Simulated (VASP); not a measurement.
# La (P6_3/mmc) in VASP: notebook, part 2 of 2

VASP 6.6.1.

## Step 3: Relaxation of cell and atoms, LDA

This run uses another cell than the first one, of 32.71 Å³/atom, 1.374 times its volume.

INCAR reads:

```
SYSTEM = La
ALGO = Normal ; EDIFF = 1E-6
EDIFFG = -0.005 ; ENCUT = 600
IBRION = 2 ; ISIF = 3
ISMEAR = -1 ; LASPH = .TRUE.
LCHARG = .FALSE. ; LREAL = .FALSE.
LWAVE = .FALSE. ; NELM = 100
NSW = 45 ; PREC = Accurate
SIGMA = 0.05
```

KPOINTS reads:

```
k-points
0
G
  13 13 7
  0 0 0
```

POSCAR reads:

```
La
1.0
    3.5777324938      0.0000000000      0.0000000000
   -1.7888662469      3.0984072276      0.0000000000
    0.0000000000      0.0000000000      5.9018088352
La
2
Direct
    0.3333333333      0.6666666667      0.2500000000
    0.6666666667      0.3333333333      0.7500000000
```

Potentials or basis: VASP PAW LDA potentials, release 64 (La).

Run with:

```console
$ cat potpaw_LDA.64/La/POTCAR > POTCAR
$ mpirun -np 1 vasp_std > vasp.out
```

OUTCAR:

```text
SYSTEM = La
   EDIFF = 1E-6
   EDIFFG = -0.005
   ENCUT = 600
   IBRION = 2
   ISIF = 3
   ISMEAR = -1
   LASPH = .TRUE.
   LREAL = .FALSE.
   NELM = 100
   NSW = 45
   PREC = Accurate

 ion  position               nearest neighbor table
   1  0.333  0.667  0.250-   2 3.60   2 3.60   2 3.60   2 3.60   2 3.60   2 3.60
   2  0.667  0.333  0.750-   1 3.60   1 3.60   1 3.60   1 3.60   1 3.60   1 3.60

  LATTYP: Found a hexagonal cell.
 ALAT       =     3.5777324938
 C/A-ratio  =     1.6495947770

  Lattice vectors:

 A1 = (   3.5777324938,   0.0000000000,   0.0000000000)
 A2 = (  -1.7888662469,   3.0984072276,   0.0000000000)
 A3 = (   0.0000000000,   0.0000000000,   5.9018088352)

Analysis of symmetry for initial positions (statically):
=====================================================================
 Subroutine PRICEL returns:
 Original cell was already a primitive cell.

 Routine SETGRP: Setting up the symmetry group for a
 hexagonal supercell.

 Subroutine GETGRP returns: Found 24 space group operations
 (whereof 12 operations were pure point group operations)
 out of a pool of 24 trial point group operations.

The static configuration has the point symmetry D_3d.
 The point group associated with its full space group is D_6h.

Analysis of symmetry for dynamics (positions and initial velocities):
=====================================================================
 Subroutine PRICEL returns:
 Original cell was already a primitive cell.

 Routine SETGRP: Setting up the symmetry group for a
 hexagonal supercell.

 Subroutine GETGRP returns: Found 24 space group operations
 (whereof 12 operations were pure point group operations)
 out of a pool of 24 trial point group operations.

The dynamic configuration has the point symmetry D_3d.
 The point group associated with its full space group is D_6h.

 Subroutine INISYM returns: Found 24 space group operations
 (whereof 12 operations are pure point group operations),
 and found     1 'primitive' translations

----------------------------------------------------------------------------------------

                                     Primitive cell

[... 130 lines left out ...]

 number of electron      21.9999999 magnetization

 Free energy of the ion-electron system (eV)
  ---------------------------------------------------
  ext. energy  EPLUGINS =         0.00000000
  ---------------------------------------------------
  free energy    TOTEN  =       -11.10258168 eV

  energy without entropy =      -11.07457600  energy(sigma->0) =      -11.08857884

------------------------ aborting loop because EDIFF is reached ----------------------------------------

  FORCE on cell =-STRESS in cart. coord.  units (eV):
  Direction    XX          YY          ZZ          XY          YZ          ZX
  --------------------------------------------------------------------------------------
  -------------------------------------------------------------------------------------
  Total       -0.0607228     -0.0607228     -0.0471097      0.0000000      0.0000000      0.0000000
  in kB       -1.4870687     -1.4870687     -1.1536919      0.0000000      0.0000000      0.0000000
  external PRESSURE =      -1.3759431 kB  Pullay stress =       0.0000000 kB
[... 95 lines left out ...]
--------------------------------------- Ionic step        4  -------------------------------------------

 number of electron      21.9999999 magnetization

 Free energy of the ion-electron system (eV)
  ---------------------------------------------------
  ext. energy  EPLUGINS =         0.00000000
  ---------------------------------------------------
  free energy    TOTEN  =       -11.10270565 eV

  energy without entropy =      -11.07476144  energy(sigma->0) =      -11.08873354

 E-fermi :   8.9676     XC(G=0): -10.3091

 val. band max:        8.9540010758   @ k =   0.3846   0.2308   0.0000
 cond. band min:       8.9753607859   @ k =   0.3077   0.0000   0.4286
 fundamental gap:      0.0213597101
 Fermi energy:         8.9675535064

 k-point     1 :       0.0000    0.0000    0.0000
  band No.  band energies     occupation
      1     -23.6344      2.00000
      2     -23.3167      2.00000
      3      -8.2996      2.00000
      4      -6.5276      2.00000
      5      -6.5276      2.00000
      6      -6.3060      2.00000
      7      -6.2834      2.00000
      8      -6.2834      2.00000
      9       5.9380      2.00000
     10       7.1023      2.00000
     11       9.9561      0.00000
     12      10.3985      0.00000
     13      10.3985      0.00000
     14      10.4968      0.00000
[... 401 lines left out ...]
      2     -23.2987      2.00000
      3      -8.0916      2.00000
      4      -6.8977      2.00000
      5      -6.7368      2.00000
      6      -6.6277      2.00000
      7      -6.4013      2.00000
      8      -6.3520      2.00000
      9       6.7865      2.00000
     10       7.7651      2.00000
     11       9.2790      0.00393
     12       9.6699      0.00000
     13       9.8744      0.00000
     14      10.4474      0.00000
     15      10.5842      0.00000

 [... further k-points ...]
[... 5 lines left out ...]
  --------------------------------------------------------------------------------------
  -------------------------------------------------------------------------------------
  Total       -0.0093927     -0.0093927      0.0086079      0.0000000      0.0000000      0.0000000
  in kB       -0.2310727     -0.2310727      0.2117662      0.0000000      0.0000000      0.0000000
  external PRESSURE =      -0.0834597 kB  Pullay stress =       0.0000000 kB
[... 17 lines left out ...]
  FREE ENERGIE OF THE ION-ELECTRON SYSTEM (eV)
  ---------------------------------------------------
  free  energy   TOTEN  =       -11.1027056454 eV

  energy  without entropy=      -11.0747614388  energy(sigma->0) =      -11.08873354

 reached required accuracy - stopping structural energy minimisation
```

CONTCAR:

```text
La
   1.00000000000000
     3.5718643561660803    0.0000000000000000    0.0000000000000000
    -1.7859321780830402    3.0933252713360031    0.0000000000000000
    -0.0000000000000000    0.0000000000000000    5.8942988964574248
  La
     2
Direct
     0.3333333332999970    0.6666666667000030    0.2500000000000000
     0.6666666667000030    0.3333333332999970    0.7500000000000000

  0.00000000E+00  0.00000000E+00  0.00000000E+00
  0.00000000E+00  0.00000000E+00  0.00000000E+00
```

Wall time 6.9 min (1 thread of Intel Xeon Platinum 8375C at 2.90GHz (Ice Lake), shared host); peak memory 0.25 GiB.

Results:

* Free energy: -11.1027 eV
* Relaxed volume: 32.56 Å³/atom
* Relaxed cell: a = 3.572 Å, b = 3.572 Å, c = 5.894 Å, α = 90.00°, β = 90.00°, γ = 120.00°
* Space group after relaxing (to 0.05 Å): P6_3/mmc (No. 194)
* Energy gained by relaxing: 0.1 meV/atom
* Ionic steps: 4
* Pressure after relaxing: 0.0 GPa
* Band gap on the k mesh: zero (band 11 reaches 9.96 eV, above the bottom of band 12 at 8.53 eV)

The path:
```
step  energy change (eV)  largest force (eV/Å)  pressure (GPa)  volume (Å³)
   1              0.0000                0.0000           -0.14        65.42
   2             -0.0001                0.0000           -0.02        65.16
   3             -0.0001                0.0000            0.02        65.10
   4             -0.0001                0.0000           -0.01        65.13
```

Final structure:
```xyz
2
Lattice="3.5719 0.0000 0.0000 -1.7859 3.0933 0.0000 0.0000 0.0000 5.8943" Properties=species:S:1:pos:R:3 pbc="T T T"
La    0.0000    2.0622    1.4736
La    1.7859    1.0311    4.4207
```

Levels at points of the mesh, in eV from the Fermi level:
| k point | band 7 | band 8 | band 9 | band 10 | band 11 | band 12 | band 13 | band 14 | band 15 |
| --- | --- | --- | --- | --- | --- | --- | --- | --- | --- |
| (0.00, 0.00, 0.00) | -15.25 | -15.25 | -3.03 | -1.87 | 0.99 | 1.43 | 1.43 | 1.53 | 1.61 |

Caveat: spin-orbit coupling is left out, which moves the levels of the heavy elements.

## Step 4: Single point, LDA

This run uses another cell than the first one, of 32.71 Å³/atom, 1.374 times its volume.

INCAR reads:

```
PREC     = Accurate       # precision mode
ENCUT    = 520            # plane-wave cutoff, eV
EDIFF    = 1E-6           # SCF threshold, eV
ISMEAR   = -1             # smearing method
SIGMA    = 0.05           # smearing width, eV
LREAL    = False          # projectors in reciprocal space
LASPH    = True           # aspherical terms in the spheres
NELM     = 80             # most SCF steps
ALGO     = Normal         # electronic algorithm
ISIF     = 2              # what is computed and relaxed
LWAVE    = False          # write WAVECAR
LCHARG   = False          # write CHGCAR
NBANDS   = 18             # bands
```

KPOINTS reads:

```
Automatic mesh
0
Gamma
  13 13 7
```

POSCAR is that of step 3.

Run with:

```console
$ cat potpaw_LDA.64/La/POTCAR > POTCAR
$ mpirun -np 1 vasp_std > vasp.out
```

It took 2.8 min on 1 thread of Intel Xeon 8259CL, shared host; peak memory 0.23 GiB.

The run converged. Its results:

- Free energy: -11.1024 eV
- Pressure: -0.1 GPa
- Band gap on the k mesh: zero (band 11 reaches 9.91 eV, above the bottom of band 12 at 8.49 eV)

Levels at points of the mesh, in eV from the Fermi level:
| k point | band 7 | band 8 | band 9 | band 10 | band 11 | band 12 | band 13 | band 14 | band 15 | band 16 |
| --- | --- | --- | --- | --- | --- | --- | --- | --- | --- | --- |
| (0.00, 0.00, 0.00) | -15.27 | -15.27 | -3.04 | -1.86 | 0.99 | 1.43 | 1.43 | 1.53 | 1.61 | 1.78 |

Caveat: spin-orbit coupling is left out, which moves the levels of the heavy elements.

## Step 5: The runs side by side

```tsv
task	cell	cutoff (eV)	gap on the mesh (eV)	pressure (GPa)
single point	a = 3.186, b = 3.186, c = 5.415 Å, angles 90.0, 90.0, 120.0°, 2 atoms	520	none	13.9
relaxation of cell and atoms	relaxed from a = 3.578, b = 3.578, c = 5.902 Å, angles 90.0, 90.0, 120.0°, 2 atoms	600	none	0.0
single point	a = 3.578, b = 3.578, c = 5.902 Å, angles 90.0, 90.0, 120.0°, 2 atoms	520	none	-0.1
```

Alike in all rows: level LDA; potentials or basis VASP PAW LDA potentials, release 64 (La); no spin polarisation; k mesh 13 × 13 × 7; smearing fermi-dirac 0.05 eV.

Caveats: spin-orbit coupling is left out, which moves the levels of the heavy elements.

Absolute energies hang on the potentials; compare differences alone.
